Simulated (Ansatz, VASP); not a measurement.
## Two plane-wave programs on BN

```
B N
1.0
     2.55394    0.00000    0.00000
    -1.27697    2.21178    0.00000
     0.00000    0.00000    4.22685
B N
2 2
Direct
  0.66667 0.33333 0.99972
  0.33333 0.66667 0.49972
  0.66667 0.33333 0.62528
  0.33333 0.66667 0.12528
```

Alike in both runs: task single point; functional r2SCAN; k mesh 9 × 9 × 4; occupations gaussian, width 0.1 eV; no spin polarisation.

```csv
,VASP,Ansatz
version,VASP 6.6.1,Ansatz 0.2.0
potentials or method,"VASP PAW PBE potentials, release 64 (B, N), cutoff 520 eV","scalar-relativistic, plane waves, PAW"
valence electrons in the cell,16,16
```

|  | VASP | Ansatz | Ansatz less VASP |
| --- | --- | --- | --- |
| gap on the k mesh at the Fermi level (eV) | 5.72 | 5.75 | +0.025 |
| least direct gap on the mesh (eV) | 8.90 | 8.92 | +0.015 |
| pressure (GPa) | -3.7 | -5.0 | -1.32 |
| traceless stress, the component that is largest in VASP (GPa) | -0.45 | -0.42 | +0.027 |
| rms of the force components (eV/Å) | 0.013 | 0.015 | +0.0025 |

VASP's potentials were made for PBE, not for r2SCAN. Atom by atom the forces differ by 0.003 eV/Å (rms over components).
